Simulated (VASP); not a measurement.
# Co (P6_3/mmc) in VASP: notebook

Aim: see how the results for Co move with the level of theory and the settings. Levels: PBE, PBEsol+D4, BLYP+D3(BJ). Tasks: single point, relaxation of cell and atoms.

Program: VASP 6.6.1. These are calculated values, not measurements. Logs are shortened: lines on timing, memory, paths and dates and some standing lists are left out, and cuts for length are marked.

**1. The cell of the first run**

Symmetry: P6_3/mmc, No. 194, hexagonal system. Conventional cell: a = 2.472 Å, b = 2.472 Å, c = 4.021 Å, α = 90.00°, β = 90.00°, γ = 120.00°. Within 3.3 Å of Co (site symmetry -6m2) lie 12 Co at 2.47 Å.

**2. Single point, PBE, collinear spin, ferromagnetic start**

INCAR

```
SYSTEM = Co
PREC = Accurate
ENCUT = 520
EDIFF = 1E-6
ISMEAR = 0
SIGMA = 0.014
LREAL = .FALSE.
LASPH = .TRUE.
NELM = 150
ALGO = Normal
ISIF = 2
LWAVE = .FALSE.
LCHARG = .FALSE.
ISPIN = 2
MAGMOM = 2 2
LORBIT = 11
LMAXMIX = 4
GGA = PE
NBANDS = 20
```

KPOINTS

```
regular mesh
0
G
  12 12 7
  0 0 0
```

POSCAR

```
Co
1.0
    2.4719999032      0.0000000000      0.0000000000
   -1.2359999516      2.1408147143      0.0000000000
    0.0000000000      0.0000000000      4.0211440800
Co
2
Direct
    0.6666666667      0.3333333333      0.7500000000
    0.3333333333      0.6666666667      0.2500000000
```

Potentials or basis: VASP PAW PBE potentials, release 64 (Co).

Run with:

```console
cat potpaw_PBE.64/Co/POTCAR > POTCAR
mpirun -np 1 vasp_std > vasp.out
```

OUTCAR:

```text
SYSTEM = Co
   PREC = Accurate
   ENCUT = 520
   EDIFF = 1E-6
   ISMEAR = 0
   LREAL = .FALSE.
   LASPH = .TRUE.
   NELM = 150
   ISIF = 2
   ISPIN = 2
   LORBIT = 11
   GGA = PE

 ion  position               nearest neighbor table
   1  0.667  0.333  0.750-   2 2.47   2 2.47   2 2.47   2 2.47   2 2.47   2 2.47
   2  0.333  0.667  0.250-   1 2.47   1 2.47   1 2.47   1 2.47   1 2.47   1 2.47

  LATTYP: Found a hexagonal cell.
 ALAT       =     2.4719999032
 C/A-ratio  =     1.6266764715

  Lattice vectors:

 A1 = (   2.4719999032,   0.0000000000,   0.0000000000)
 A2 = (  -1.2359999516,   2.1408147143,   0.0000000000)
 A3 = (   0.0000000000,   0.0000000000,   4.0211440800)

Analysis of symmetry for initial positions (statically):
=====================================================================
 Subroutine PRICEL returns:
 Original cell was already a primitive cell.

 Routine SETGRP: Setting up the symmetry group for a
 hexagonal supercell.

 Subroutine GETGRP returns: Found 24 space group operations
 (whereof 12 operations were pure point group operations)
 out of a pool of 24 trial point group operations.

The static configuration has the point symmetry D_3d.
 The point group associated with its full space group is D_6h.

Analysis of symmetry for dynamics (positions and initial velocities):
=====================================================================
 Subroutine PRICEL returns:
 Original cell was already a primitive cell.

 Routine SETGRP: Setting up the symmetry group for a
 hexagonal supercell.

 Subroutine GETGRP returns: Found 24 space group operations
 (whereof 12 operations were pure point group operations)
 out of a pool of 24 trial point group operations.

The dynamic configuration has the point symmetry D_3d.
 The point group associated with its full space group is D_6h.

Analysis of structural, dynamic, and magnetic symmetry:
=====================================================================
 Subroutine PRICEL returns:
 Original cell was already a primitive cell.

 Routine SETGRP: Setting up the symmetry group for a
 hexagonal supercell.

 Subroutine GETGRP returns: Found 24 space group operations
 (whereof 12 operations were pure point group operations)
 out of a pool of 24 trial point group operations.

The overall configuration has the point symmetry D_3d.
 The point group associated with its full space group is D_6h.

 Subroutine INISYM returns: Found 24 space group operations
 (whereof 12 operations are pure point group operations),
 and found     1 'primitive' translations

----------------------------------------------------------------------------------------

                                     Primitive cell

  volume of cell :      21.2803

  direct lattice vectors                    reciprocal lattice vectors
     2.471999903  0.000000000  0.000000000     0.404530760  0.233555943  0.000000000
    -1.235999952  2.140814714  0.000000000     0.000000000  0.467111887  0.000000000
     0.000000000  0.000000000  4.021144080     0.000000000  0.000000000  0.248685444

  length of vectors
     2.471999903  2.471999903  4.021144080     0.467111887  0.467111887  0.248685444

  position of ions in fractional coordinates (direct lattice)
     0.666666667  0.333333333  0.750000000
     0.333333333  0.666666667  0.250000000

  ion indices of the primitive-cell ions
   primitive index   ion index
                 1           1
                 2           2

----------------------------------------------------------------------------------------

 KPOINTS: regular mesh

Automatic generation of k-mesh.
 Grid dimensions read from file:
 generate k-points for:   12   12    7

 Generating k-lattice:

  Cartesian coordinates                     Fractional coordinates (reciprocal lattice)
     0.033710897  0.019462995  0.000000000     0.083333333 -0.000000000  0.000000000
     0.000000000  0.038925991  0.000000000     0.000000000  0.083333333  0.000000000
     0.000000000  0.000000000  0.035526492     0.000000000  0.000000000  0.142857143

  Length of vectors
     0.038925991  0.038925991  0.035526492

  Shift w.r.t. Gamma in fractional coordinates (k-lattice)
     0.000000000  0.000000000  0.000000000

 Subroutine IBZKPT returns following result:
 ===========================================

 Found     76 irreducible k-points:

 Following reciprocal coordinates:
            Coordinates               Weight
  0.000000  0.000000  0.000000      1.000000
  0.083333  0.000000  0.000000      6.000000
  0.166667  0.000000  0.000000      6.000000
  0.250000  0.000000  0.000000      6.000000
  0.333333  0.000000  0.000000      6.000000
  0.416667  0.000000  0.000000      6.000000
[... 16 lines left out ...]
  0.250000  0.000000  0.142857     12.000000
  0.333333  0.000000  0.142857     12.000000
 [... further k-points ...]
   k-points           NKPTS =     76   k-points in BZ     NKDIM =     76   number of bands    NBANDS=     20
   number of dos      NEDOS =    301   number of ions     NIONS =      2
   total plane-waves  NPLWV =   9720
   dimension x,y,z NGX =    18 NGY =   18 NGZ =   30
   dimension x,y,z NGXF=    36 NGYF=   36 NGZF=   60
   ions per type =               2
   NGX,Y,Z   is equivalent  to a cutoff of  12.11, 12.11, 12.40 a.u.
   NGXF,Y,Z  is equivalent  to a cutoff of  24.21, 24.21, 24.81 a.u.
 SYSTEM =  Co
   PREC   = accura    normal or accurate (medium, high low for compatibility)
   ISTART =      0    job   : 0-new  1-cont  2-samecut
   ICHARG =      2    charge: 1-file 2-atom 10-const
   ISPIN  =      2    spin polarized calculation?
   LNONCOLLINEAR =      F non collinear calculations
   LSORBIT =      F    spin-orbit coupling
   LASPH  =      T    aspherical Exc in radial PAW
   ENCUT  =  520.0 eV  38.22 Ry    6.18 a.u.   4.60  4.60  7.48*2*pi/ulx,y,z
   NELM   =    150;   NELMIN=  2; NELMDL= -5     # of ELM steps
   EDIFF  = 0.1E-05   stopping-criterion for ELM
   LREAL  =      F    real-space projection
   EDIFFG = 0.1E-04   stopping-criterion for IOM
   NSW    =      0    number of steps for IOM
   IBRION =     -1    ionic relax: 0-MD 1-quasi-New 2-CG
   NFREE  =      0    steps in history (QN), initial steepest desc. (CG)
   ISIF   =      2    stress and relaxation
   ISYM   =      2    0-nonsym 1-usesym 2-fastsym
   POTIM  = 0.5000    time-step for ionic-motion
   TEBEG  =    0.0;   TEEND  =   0.0 temperature during run
   PSTRESS=    0.0 pullay stress
   NELECT =      18.0000    total number of electrons
   NUPDOWN=      -1.0000    fix difference up-down
   EMIN   =  10.00;   EMAX   =-10.00  energy-range for DOS
   EFERMI =   0.00;   METHOD = LEGACY
   ISMEAR =     0;   SIGMA  =   0.01  broadening in eV -4-tet -1-fermi 0-gaus
   EFERMI_NEDOS =   21; number of points for ismear=-14 and -15
   IALGO  =     38    algorithm
   IMIX   =      4    mixing-type and parameters
     AMIX     =   0.40;   BMIX     =  1.00
     AMIX_MAG =   1.60;   BMIX_MAG =  1.00
  volume/ion in A,a.u.               =      10.64        71.80
  Fermi-wavevector in a.u.,A,eV,Ry     =   1.548246  2.925761 32.614055  2.397065
  Thomas-Fermi vector in A             =   2.653224
   LORBIT       =     11    0 simple, 1 ext, 2 COOP (PROOUT), +10 PAW based schemes
   GGA     = PE    functional components
   LHFCALC =     F    Hartree Fock is set to
   AEXX    =    0.0000 exact exchange contribution
   IVDW    =     0    specifies the selected vdW correction
   LEPSILON=     F    determine dielectric tensor
   LRPA    =     F    only Hartree local field effects (RPA)
 spin polarized calculation
 Gauss-broadening in eV      SIGMA  =   0.01
  energy-cutoff  :      520.00
  volume of cell :       21.28
 maximum number of plane-waves:       585
   NGX =  9   NGY =  9   NGZ = 15

 number of electron      17.9999990 magnetization       3.2139086

 Free energy of the ion-electron system (eV)
  ---------------------------------------------------
  ext. energy  EPLUGINS =         0.00000000
  ---------------------------------------------------
  free energy    TOTEN  =       -14.06080646 eV

  energy without entropy =      -14.06063299  energy(sigma->0) =      -14.06071973

 E-fermi :  10.5198     XC(G=0): -13.5189

 val. band max:       10.5098185197   @ k =   0.0000   0.0000   0.1429
 cond. band min:      10.5266430774   @ k =   0.3333   0.2500   0.4286
 fundamental gap:      0.0168245578
 Fermi energy:        10.5197591155

 spin component 1

 k-point     1 :       0.0000    0.0000    0.0000
  band No.  band energies     occupation
      1       1.5095      1.00000
      2       5.3033      1.00000
      3       7.8613      1.00000
      4       7.9158      1.00000
      5       7.9158      1.00000
      6       8.2307      1.00000
[... 12 lines left out ...]
     19      36.8806      0.00000
     20      36.8806      0.00000
[... 507 lines left out ...]
 k-point    24 :       0.3333    0.0000    0.1429
  band No.  band energies     occupation
      1       4.7879      1.00000
      2       6.0671      1.00000
      3       6.4511      1.00000
      4       7.2262      1.00000
      5       7.9609      1.00000
      6       8.0248      1.00000
[... 12 lines left out ...]
     19      34.0053      0.00000
     20      35.6384      0.00000

 [... further k-points ...]

 spin component 2

 k-point     1 :       0.0000    0.0000    0.0000
  band No.  band energies     occupation
      1       1.5125      1.00000
      2       6.2470      1.00000
      3       9.4893      1.00000
      4       9.5539      1.00000
      5       9.5539      1.00000
      6       9.9222      1.00000
[... 12 lines left out ...]
     19      37.1789      0.00000
     20      37.1789      0.00000
[... 507 lines left out ...]
 k-point    24 :       0.3333    0.0000    0.1429
  band No.  band energies     occupation
      1       5.0470      1.00000
      2       7.2434      1.00000
      3       7.6027      1.00000
      4       8.4999      1.00000
      5       9.4333      1.00000
      6       9.6879      1.00000
[... 12 lines left out ...]
     19      34.3310      0.00000
     20      35.9773      0.00000

 [... further k-points ...]
[... 5 lines left out ...]
  --------------------------------------------------------------------------------------
  -------------------------------------------------------------------------------------
  Total        0.6755932      0.6755932      0.2276896     -0.0000000      0.0000000      0.0000000
  in kB       50.8649583     50.8649583     17.1425933     -0.0000000      0.0000000      0.0000000
  external PRESSURE =      39.6241700 kB  Pullay stress =       0.0000000 kB

 VOLUME and BASIS-vectors are now :
 -----------------------------------------------------------------------------
  energy-cutoff  :      520.00
  volume of cell :       21.28
      direct lattice vectors                 reciprocal lattice vectors
     2.471999903  0.000000000  0.000000000     0.404530760  0.233555943  0.000000000
    -1.235999952  2.140814714  0.000000000     0.000000000  0.467111887  0.000000000
     0.000000000  0.000000000  4.021144080     0.000000000  0.000000000  0.248685444

 POSITION                                       TOTAL-FORCE (eV/Angst)
 -----------------------------------------------------------------------------------
      1.23600      0.71360      3.01586         0.000000     -0.000000      0.000000
     -0.00000      1.42721      1.00529        -0.000000      0.000000      0.000000
 -----------------------------------------------------------------------------------
    total drift:                                0.000000     -0.000000     -0.000000

  FREE ENERGIE OF THE ION-ELECTRON SYSTEM (eV)
  ---------------------------------------------------
  free  energy   TOTEN  =       -14.0608064639 eV

  energy  without entropy=      -14.0606329913  energy(sigma->0) =      -14.06071973

 total charge

# of ion       s       p       d       tot
------------------------------------------
    1        0.497   0.538   7.276   8.312
    2        0.497   0.538   7.276   8.312
--------------------------------------------------
tot          0.994   1.077  14.552  16.623

 magnetization (x)

# of ion       s       p       d       tot
------------------------------------------
    1       -0.015  -0.053   1.691   1.623
    2       -0.015  -0.053   1.691   1.623
--------------------------------------------------
tot         -0.029  -0.106   3.381   3.245
```

Wall time 30 s (1 thread of Intel Xeon Platinum 8559C (Emerald Rapids), shared host); peak memory 0.16 GiB.

Results:

* Free energy: -14.0608 eV
* Pressure: 4.0 GPa
* Net moment: 3.21 μB per cell
* Site moments: Co +1.62 μB
* Valence electrons inside the program's atomic spheres: Co 8.31

Stress tensor (GPa, compression positive):
```
5.09 0.00 0.00
0.00 5.09 0.00
0.00 0.00 1.71
```

Levels at points of the mesh, in eV from the Fermi level:
Spin up:
| k point | band 9 | band 10 | band 11 | band 12 | band 13 | band 14 |
| --- | --- | --- | --- | --- | --- | --- |
| (0.00, 0.00, 0.00) | -1.90 | -0.79 | -0.79 | -0.14 | 6.45 | 22.23 |
| (0.50, 0.00, 0.00) | -0.57 | -0.49 | 1.38 | 3.45 | 9.82 | 10.49 |
Spin down:
```
           k point  band 4  band 5  band 6  band 7  band 8  band 9  band 10  band 11
(0.00, 0.00, 0.00)   -0.97   -0.97   -0.60   -0.60   -0.19   -0.14    -0.14     1.08
(0.50, 0.00, 0.00)   -1.84   -1.11   -1.07   -0.64    1.24    1.34     1.41     2.62
```

**3. Relaxation of cell and atoms, PBEsol+D4, collinear spin, ferromagnetic start**

INCAR

```
SYSTEM = Co
ALGO = Normal
EDIFF = 1E-7
EDIFFG = -0.005
ENCUT = 600
GGA = PS
IBRION = 2
ISIF = 3
ISMEAR = -1
ISPIN = 2
IVDW = 13
LASPH = .True.
LCHARG = .False.
LMAXMIX = 4
LORBIT = 11
LREAL = .False.
LWAVE = .False.
MAGMOM = 2 2
NELM = 150
NSW = 80
PREC = Accurate
SIGMA = 0.05
```

KPOINTS

```
k-points
0
Gamma
  12 12 7
  0 0 0
```

POSCAR is that of step 2.

Potentials or basis: VASP PAW PBE potentials, release 64 (Co).

Run with:

```console
cat potpaw_PBE.64/Co/POTCAR > POTCAR
mpirun -np 1 vasp_std > vasp.out
```

Wall time 2.2 min (1 thread of Intel Xeon Platinum 8559C (Emerald Rapids), shared host); peak memory 0.18 GiB.

The run converged. Its results:

| Property | Result |
| --- | --- |
| Free energy | -15.9952 eV |
| Relaxed volume | 10.16 Å³/atom |
| Relaxed cell | a = 2.441 Å, b = 2.441 Å, c = 3.939 Å, α = 90.00°, β = 90.00°, γ = 120.00° |
| Space group after relaxing (to 0.05 Å) | P6_3/mmc (No. 194) |
| Energy gained by relaxing | 16.2 meV/atom |
| Ionic steps | 8 |
| Pressure after relaxing | 0.0 GPa |
| Net moment | 3.06 μB per cell |
| Site moments | Co +1.53 μB |
| Valence electrons inside the program's atomic spheres | Co 8.41 |
| Dispersion energy per atom | -0.261 eV |

Step by step:
```
step  energy change (eV)  largest force (eV/Å)  pressure (GPa)  volume (Å³)
   1              0.0000                0.0000          -10.06        21.28
   2              0.0135                0.0000           15.19        19.29
   3             -0.0323                0.0000           -0.03        20.32
   4             -0.0323                0.0000            0.19        20.31
   5             -0.0325                0.0000            0.12        20.31
   6             -0.0325                0.0000            0.10        20.31
   7             -0.0325                0.0000           -0.09        20.33
   8             -0.0325                0.0000           -0.02        20.32
```

Final structure:
```yaml
crystal:
  lattice:
    - [2.44092, 0.00000, 0.00000]
    - [-1.22046, 2.11390, 0.00000]
    - [0.00000, 0.00000, 3.93902]
  atoms:
    - { symbol: Co, position: [0.66667, 0.33333, 0.75000] }
    - { symbol: Co, position: [0.33333, 0.66667, 0.25000] }
```

Levels at points of the mesh, in eV from the Fermi level:
Spin up:
```tsv
k point	band 7	band 8	band 9	band 10	band 11	band 12	band 13	band 14
(0.00, 0.00, 0.00)	-2.29	-1.90	-1.90	-0.67	-0.67	-0.14	6.99	22.45
(0.50, 0.00, 0.00)	-2.19	-0.53	-0.41	-0.36	1.50	3.66	10.20	10.93
```
Spin down:
```
           k point  band 3  band 4  band 5  band 6  band 7  band 8  band 9  band 10  band 11  band 12
(0.00, 0.00, 0.00)   -1.11   -1.11   -1.11   -0.70   -0.70   -0.25   -0.25    -0.11     1.10     1.10
(0.50, 0.00, 0.00)   -3.59   -1.98   -1.29   -1.16   -0.70    1.24    1.40     1.42     2.73     4.62
```

Caveat: the PAW data sets were made with another functional, which shifts forces and pressure a little; pairwise dispersion overbinds metals, which lowers pressure and volume.

**4. Relaxation of cell and atoms, BLYP+D3(BJ), collinear spin, ferromagnetic start**

INCAR

```
SYSTEM = Co
  PREC = Accurate
  ENCUT = 600
  EDIFF = 1E-7
  ISMEAR = -1
  SIGMA = 0.05
  LREAL = .FALSE.
  LASPH = .TRUE.
  NELM = 150
  ALGO = Normal
  ISIF = 3
  LWAVE = .FALSE.
  LCHARG = .FALSE.
  ISPIN = 2
  MAGMOM = 2 2
  LORBIT = 11
  LMAXMIX = 4
  GGA = B5
  ALDAX = 1.0
  AGGAX = 1.0
  AGGAC = 1.0
  ALDAC = 0.0
  IVDW = 12
  VDW_S6 = 1.0
  VDW_S8 = 2.6996
  VDW_A1 = 0.4298
  VDW_A2 = 4.2359
  IBRION = 2
  NSW = 80
  EDIFFG = -0.005
```

KPOINTS

```
regular mesh
0
G
  12 12 7
  0 0 0
```

POSCAR is that of step 3.

Run with:

```console
cat potpaw_PBE.64/Co/POTCAR > POTCAR
mpirun -np 1 vasp_std > vasp.out
```

It took 1.9 min on 1 thread of Intel Xeon Platinum 8559C (Emerald Rapids), shared host; peak memory 0.19 GiB.

Results (log left out):

| Property | Result |
| --- | --- |
| Free energy | -14.0199 eV |
| Relaxed volume | 10.55 Å³/atom |
| Relaxed cell | a = 2.472 Å, b = 2.472 Å, c = 3.984 Å, α = 90.00°, β = 90.00°, γ = 120.00° |
| Space group after relaxing (to 0.05 Å) | P6_3/mmc (No. 194) |
| Energy gained by relaxing | 1.1 meV/atom |
| Ionic steps | 4 |
| Pressure after relaxing | 0.0 GPa |
| Net moment | 3.09 μB per cell |
| Site moments | Co +1.55 μB |
| Valence electrons inside the program's atomic spheres | Co 8.36 |
| Dispersion energy per atom | -0.982 eV |

The path:
| step | energy change (eV) | largest force (eV/Å) | pressure (GPa) | volume (Å³) |
| --- | --- | --- | --- | --- |
| 1 | 0.0000 | 0.0000 | -1.92 | 21.28 |
| 2 | -0.0010 | 0.0000 | 2.12 | 20.89 |
| 3 | -0.0020 | 0.0000 | 0.38 | 21.05 |
| 4 | -0.0023 | 0.0000 | -0.01 | 21.09 |

Final structure:
```yaml
crystal:
  lattice:
    - [2.47244, 0.00000, 0.00000]
    - [-1.23622, 2.14119, 0.00000]
    - [0.00000, 0.00000, 3.98423]
  atoms:
    - { symbol: Co, position: [0.66667, 0.33333, 0.75000] }
    - { symbol: Co, position: [0.33333, 0.66667, 0.25000] }
```

Levels at points of the mesh, in eV from the Fermi level:
Spin up:
| k point | band 9 | band 10 | band 11 | band 12 | band 13 | band 14 |
| --- | --- | --- | --- | --- | --- | --- |
| (0.00, 0.00, 0.00) | -1.89 | -0.71 | -0.71 | 0.20 | 6.76 | 22.53 |
| (0.50, 0.00, 0.00) | -0.47 | -0.43 | 1.53 | 3.58 | 10.10 | 10.71 |
Spin down:
```tsv
k point	band 4	band 5	band 6	band 7	band 8	band 9	band 10	band 11
(0.00, 0.00, 0.00)	-1.05	-1.05	-0.67	-0.67	-0.25	-0.25	0.20	1.04
(0.50, 0.00, 0.00)	-1.74	-1.23	-1.07	-0.65	1.17	1.32	1.34	2.68
```

Caveat: the PAW data sets were made with another functional, which shifts forces and pressure a little; pairwise dispersion overbinds metals, which lowers pressure and volume.

**5. Summary**

| task | level | cell | cutoff (eV) | smearing | gap on the mesh (eV) | pressure (GPa) | moment (μB) | relaxed volume (Å³/atom) |
| --- | --- | --- | --- | --- | --- | --- | --- | --- |
| single point | PBE | as given | 520 | gaussian 0.014 eV | none | 4.0 | 3.21 | - |
| relaxation of cell and atoms | PBEsol+D4 | relaxed | 600 | fermi-dirac 0.05 eV | none | 0.0 | 3.06 | 10.16 |
| relaxation of cell and atoms | BLYP+D3(BJ) | relaxed | 600 | fermi-dirac 0.05 eV | none | 0.0 | 3.09 | 10.55 |

Alike in all rows: potentials or basis VASP PAW PBE potentials, release 64 (Co); spin collinear, ferromagnetic start; k mesh 12 × 12 × 7.

Caveats: the PAW data sets were made with another functional, which shifts forces and pressure a little (some runs); pairwise dispersion overbinds metals, which lowers pressure and volume (some runs).

Total energies depend on the potentials used, so only differences within one code and one set of settings carry meaning.
